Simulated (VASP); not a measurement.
# Nb (I4/mmm) in VASP: further runs, part 3 of 3

VASP 6.6.1. The steps go on from the part before.

**6. Single point, PBE**

This run uses another cell than the first one, of the same volume but with other edges.

The input, INCAR:

```
SYSTEM = Nb
PREC = Accurate
ENCUT = 520
EDIFF = 1E-7
ISMEAR = 0
SIGMA = 0.15
LREAL = .FALSE.
LASPH = .TRUE.
NELM = 100
ALGO = Fast
ISIF = 2
LWAVE = .FALSE.
LCHARG = .FALSE.
GGA = PE
NBANDS = 12
```

The input, KPOINTS:

```
regular mesh
0
G
  22 22 22
  0 0 0
```

The input, POSCAR:

```
Nb
1.0
   -1.9208899595      1.9208899595      1.2485784737
    1.9208899595     -1.9208899595      1.2485784737
    1.9208899595      1.9208899595     -1.2485784737
Nb
1
Direct
    0.0000000000      0.0000000000      0.0000000000
```

Potentials or basis: VASP PAW PBE potentials, release 64 (Nb_sv).

Command:

```bash
> cat potpaw_PBE.64/Nb_sv/POTCAR > POTCAR
> mpirun -np 1 vasp_std > vasp.out
```

OUTCAR:

```text
SYSTEM = Nb
   PREC = Accurate
   ENCUT = 520
   EDIFF = 1E-7
   ISMEAR = 0
   LREAL = .FALSE.
   LASPH = .TRUE.
   NELM = 100
   ISIF = 2
   GGA = PE

 ion  position               nearest neighbor table
   1  0.000  0.000  0.000-

  LATTYP: Found a body centered tetragonal cell.
 ALAT       =     3.8417799190
 C/A-ratio  =     0.6500000000

  Lattice vectors:

 A1 = (  -1.9208899595,   1.9208899595,   1.2485784737)
 A2 = (   1.9208899595,  -1.9208899595,   1.2485784737)
 A3 = (   1.9208899595,   1.9208899595,  -1.2485784737)

Analysis of symmetry for initial positions (statically):
=====================================================================
 Subroutine PRICEL returns:
 Original cell was already a primitive cell.

 Routine SETGRP: Setting up the symmetry group for a
 body centered tetragonal supercell.

 Subroutine GETGRP returns: Found 16 space group operations
 (whereof 16 operations were pure point group operations)
 out of a pool of 16 trial point group operations.

The static configuration has the point symmetry D_4h.

Analysis of symmetry for dynamics (positions and initial velocities):
=====================================================================
 Subroutine PRICEL returns:
 Original cell was already a primitive cell.

 Routine SETGRP: Setting up the symmetry group for a
 body centered tetragonal supercell.

 Subroutine GETGRP returns: Found 16 space group operations
 (whereof 16 operations were pure point group operations)
 out of a pool of 16 trial point group operations.

The dynamic configuration has the point symmetry D_4h.

 Subroutine INISYM returns: Found 16 space group operations
 (whereof 16 operations are pure point group operations),
 and found     1 'primitive' translations

----------------------------------------------------------------------------------------

                                     Primitive cell

  volume of cell :      18.4281

  direct lattice vectors                    reciprocal lattice vectors
    -1.920889959  1.920889959  1.248578474     0.000000000  0.260296014  0.400455406
     1.920889959 -1.920889959  1.248578474     0.260296014  0.000000000  0.400455406
     1.920889959  1.920889959 -1.248578474     0.260296014  0.260296014  0.000000000

  length of vectors
     2.989746591  2.989746591  2.989746591     0.477617574  0.477617574  0.368114153

  position of ions in fractional coordinates (direct lattice)
     0.000000000  0.000000000  0.000000000

  ion indices of the primitive-cell ions
   primitive index   ion index
                 1           1

----------------------------------------------------------------------------------------

 KPOINTS: regular mesh

Automatic generation of k-mesh.
 Grid dimensions read from file:
 generate k-points for:   22   22   22

 Generating k-lattice:

  Cartesian coordinates                     Fractional coordinates (reciprocal lattice)
     0.000000000  0.011831637  0.018202518     0.045454545  0.000000000 -0.000000000
     0.011831637  0.000000000  0.018202518     0.000000000  0.045454545 -0.000000000
     0.011831637  0.011831637  0.000000000     0.000000000  0.000000000  0.045454545

  Length of vectors
     0.021709890  0.021709890  0.016732462

  Shift w.r.t. Gamma in fractional coordinates (k-lattice)
     0.000000000  0.000000000  0.000000000

 Subroutine IBZKPT returns following result:
 ===========================================

 Found    834 irreducible k-points:

 Following reciprocal coordinates:
            Coordinates               Weight
  0.000000  0.000000  0.000000      1.000000
  0.045455 -0.000000  0.000000      8.000000
  0.090909 -0.000000  0.000000      8.000000
  0.136364 -0.000000  0.000000      8.000000
  0.181818  0.000000  0.000000      8.000000
  0.227273 -0.000000  0.000000      8.000000
[... 16 lines left out ...]
  0.500000  0.045455  0.000000     16.000000
 -0.454545  0.045455 -0.000000     16.000000
 [... further k-points ...]
   k-points           NKPTS =    834   k-points in BZ     NKDIM =    834   number of bands    NBANDS=     12
   number of dos      NEDOS =    301   number of ions     NIONS =      1
   total plane-waves  NPLWV =  13824
   dimension x,y,z NGX =    24 NGY =   24 NGZ =   24
   dimension x,y,z NGXF=    48 NGYF=   48 NGZF=   48
   ions per type =               1
   NGX,Y,Z   is equivalent  to a cutoff of  13.35, 13.35, 13.35 a.u.
   NGXF,Y,Z  is equivalent  to a cutoff of  26.69, 26.69, 26.69 a.u.
 SYSTEM =  Nb
   PREC   = accura    normal or accurate (medium, high low for compatibility)
   ISTART =      0    job   : 0-new  1-cont  2-samecut
   ICHARG =      2    charge: 1-file 2-atom 10-const
   ISPIN  =      1    spin polarized calculation?
   LNONCOLLINEAR =      F non collinear calculations
   LSORBIT =      F    spin-orbit coupling
   LASPH  =      T    aspherical Exc in radial PAW
   ENCUT  =  520.0 eV  38.22 Ry    6.18 a.u.   5.56  5.56  5.56*2*pi/ulx,y,z
   NELM   =    100;   NELMIN=  2; NELMDL= -5     # of ELM steps
   EDIFF  = 0.1E-06   stopping-criterion for ELM
   LREAL  =      F    real-space projection
   EDIFFG = 0.1E-05   stopping-criterion for IOM
   NSW    =      0    number of steps for IOM
   IBRION =     -1    ionic relax: 0-MD 1-quasi-New 2-CG
   NFREE  =      0    steps in history (QN), initial steepest desc. (CG)
   ISIF   =      2    stress and relaxation
   ISYM   =      2    0-nonsym 1-usesym 2-fastsym
   POTIM  = 0.5000    time-step for ionic-motion
   TEBEG  =    0.0;   TEEND  =   0.0 temperature during run
   PSTRESS=    0.0 pullay stress
   NELECT =      13.0000    total number of electrons
   NUPDOWN=      -1.0000    fix difference up-down
   EMIN   =  10.00;   EMAX   =-10.00  energy-range for DOS
   EFERMI =   0.00;   METHOD = LEGACY
   ISMEAR =     0;   SIGMA  =   0.15  broadening in eV -4-tet -1-fermi 0-gaus
   EFERMI_NEDOS =   21; number of points for ismear=-14 and -15
   IALGO  =     68    algorithm
   IMIX   =      4    mixing-type and parameters
     AMIX     =   0.40;   BMIX     =  1.00
     AMIX_MAG =   1.60;   BMIX_MAG =  1.00
  volume/ion in A,a.u.               =      18.43       124.36
  Fermi-wavevector in a.u.,A,eV,Ry     =   1.457345  2.753983 28.896790  2.123854
  Thomas-Fermi vector in A             =   2.574157
   LORBIT       =      0    0 simple, 1 ext, 2 COOP (PROOUT), +10 PAW based schemes
   GGA     = PE    functional components
   LHFCALC =     F    Hartree Fock is set to
   AEXX    =    0.0000 exact exchange contribution
   IVDW    =     0    specifies the selected vdW correction
   LEPSILON=     F    determine dielectric tensor
   LRPA    =     F    only Hartree local field effects (RPA)
 non-spin polarized calculation
 RMM-DIIS sequential band-by-band and
 Gauss-broadening in eV      SIGMA  =   0.15
  energy-cutoff  :      520.00
  volume of cell :       18.43
 maximum number of plane-waves:       521
   NGX = 11   NGY = 11   NGZ = 11

 number of electron      13.0000000 magnetization

 Free energy of the ion-electron system (eV)
  ---------------------------------------------------
  ext. energy  EPLUGINS =         0.00000000
  ---------------------------------------------------
  free energy    TOTEN  =        -9.82660820 eV

  energy without entropy =       -9.81684687  energy(sigma->0) =       -9.82172754

 E-fermi :  11.2500     XC(G=0): -12.2874

 val. band max:       11.2492321984   @ k =  -0.4545   0.4545   0.0000
 cond. band min:      11.2541766437   @ k =  -0.4545   0.5000   0.2273
 fundamental gap:      0.0049444453
 Fermi energy:        11.2499951278

 k-point     1 :       0.0000    0.0000    0.0000
  band No.  band energies     occupation
      1     -43.5944      2.00000
      2     -19.0883      2.00000
      3     -19.0883      2.00000
      4     -17.9635      2.00000
      5       5.1125      2.00000
      6       8.7929      2.00000
      7       9.7025      2.00000
      8      14.7981      0.00000
      9      14.7981      0.00000
     10      15.3285      0.00000
     11      23.7703      0.00000
     12      23.7703      0.00000
[... 331 lines left out ...]
 k-point    24 :      -0.4545    0.0455   -0.0000
  band No.  band energies     occupation
      1     -43.0745      2.00000
      2     -20.6265      2.00000
      3     -19.1866      2.00000
      4     -19.1292      2.00000
      5       7.3746      2.00000
      6       8.3775      2.00000
      7      13.5330      0.00000
      8      14.0582      0.00000
      9      15.4487      0.00000
     10      16.8479      0.00000
     11      22.6505      0.00000
     12      24.5737      0.00000

 [... further k-points ...]

------------------------ aborting loop because EDIFF is reached ----------------------------------------

  FORCE on cell =-STRESS in cart. coord.  units (eV):
  Direction    XX          YY          ZZ          XY          YZ          ZX
  --------------------------------------------------------------------------------------
  -------------------------------------------------------------------------------------
  Total       -0.1030162     -0.1030162      2.6495625      0.0000000      0.0000000      0.0000000
  in kB       -8.9564398     -8.9564398    230.3583456      0.0000000      0.0000000      0.0000000
  external PRESSURE =      70.8151553 kB  Pullay stress =       0.0000000 kB

 VOLUME and BASIS-vectors are now :
 -----------------------------------------------------------------------------
  energy-cutoff  :      520.00
  volume of cell :       18.43
      direct lattice vectors                 reciprocal lattice vectors
    -1.920889959  1.920889959  1.248578474     0.000000000  0.260296014  0.400455406
     1.920889959 -1.920889959  1.248578474     0.260296014  0.000000000  0.400455406
     1.920889959  1.920889959 -1.248578474     0.260296014  0.260296014  0.000000000

 POSITION                                       TOTAL-FORCE (eV/Angst)
 -----------------------------------------------------------------------------------
      0.00000      0.00000      0.00000         0.000000      0.000000      0.000000
 -----------------------------------------------------------------------------------
    total drift:                                0.000000      0.000000      0.000000

  FREE ENERGIE OF THE ION-ELECTRON SYSTEM (eV)
  ---------------------------------------------------
  free  energy   TOTEN  =        -9.8266082013 eV

  energy  without entropy=       -9.8168468693  energy(sigma->0) =       -9.82172754
```

It took 1.8 min on 1 thread of Intel Xeon 6975P-C (Granite Rapids), shared host; peak memory 0.29 GiB.

Results:

- Free energy: -9.8266 eV
- Pressure: 7.1 GPa
- Band gap on the k mesh: zero (an odd number of electrons rules out a gap without spin polarisation)

Stress tensor (GPa, compression positive):
```
-0.90  0.00  0.00
 0.00 -0.90  0.00
 0.00  0.00 23.04
```

Caveat: the cell stands under pressure.

**7. The runs side by side**

| cell | further INCAR settings | gap on the mesh (eV) | pressure (GPa) |
| --- | --- | --- | --- |
| a = 2.919 Å, angles 103.5, 103.5, 122.2°, 1 atom | ALGO = Fast; EDIFF = 1e-06; NBANDS = 12 | none | 1.3 |
| a = 2.929 Å, angles 117.3, 117.3, 94.8°, 1 atom | ALGO = Fast; EDIFF = 1e-06; NBANDS = 12 | none | 1.5 |
| a = 2.886 Å, angles 107.3, 107.3, 113.9°, 1 atom | ALGO = Fast; EDIFF = 1e-06; NBANDS = 12 | none | -2.5 |
| a = 2.888 Å, angles 112.1, 112.1, 104.2°, 1 atom | ALGO = Fast; EDIFF = 1e-06; NBANDS = 12 | none | -2.4 |
| a = 2.990 Å, angles 100.0, 100.0, 130.6°, 1 atom | ALGO = Fast; EDIFF = 1e-07; NBANDS = 12 | none | 7.1 |

Alike in all rows: task single point; level PBE; potentials or basis VASP PAW PBE potentials, release 64 (Nb_sv); no spin polarisation; k mesh 22 × 22 × 22; cutoff (eV) 520; smearing gaussian 0.15 eV.

Caveats: the cell stands under pressure (at least some runs).

Absolute energies hang on the potentials; compare differences alone.
